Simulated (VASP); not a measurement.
Here is a VASP 6.6.1 calculation.

The input INCAR:

```
PREC = Accurate
ENCUT = 500
EDIFF = 1E-6
ISMEAR = 0
SIGMA = 0.1
LREAL = F
LASPH = T
NELM = 120
ALGO = Normal
ISIF = 2
LWAVE = F
LCHARG = F
NBANDS = 14
GGA_COMPAT = F
```

KPOINTS

```
Automatic mesh
0
Gamma
  6 6 6
```

File POSCAR:

```
Bi
1.0
    0.0000000000      2.4504259421      2.4504259421
    2.4504259421      0.0000000000      2.4504259421
    2.4504259421      2.4504259421      0.0000000000
Bi
1
Direct
    0.0000000000      0.0000000000      0.0000000000
```

Potentials or basis: VASP PAW LDA potentials, release 64 (Bi_d).

Run with:

```console
$ cat potpaw_LDA.64/Bi_d/POTCAR > POTCAR
$ mpirun -np 1 vasp_std > vasp.out
```

What does it give for the pressure?

0.1 GPa.

What does it give for the band gap on the k mesh?

Zero (an odd number of electrons rules out a gap without spin polarisation).

Caveat: the k points lie up to 0.37 Å⁻¹ apart, too coarse for converged energies and pressures of a metal; spin-orbit coupling is left out, which moves the levels of the heavy elements.
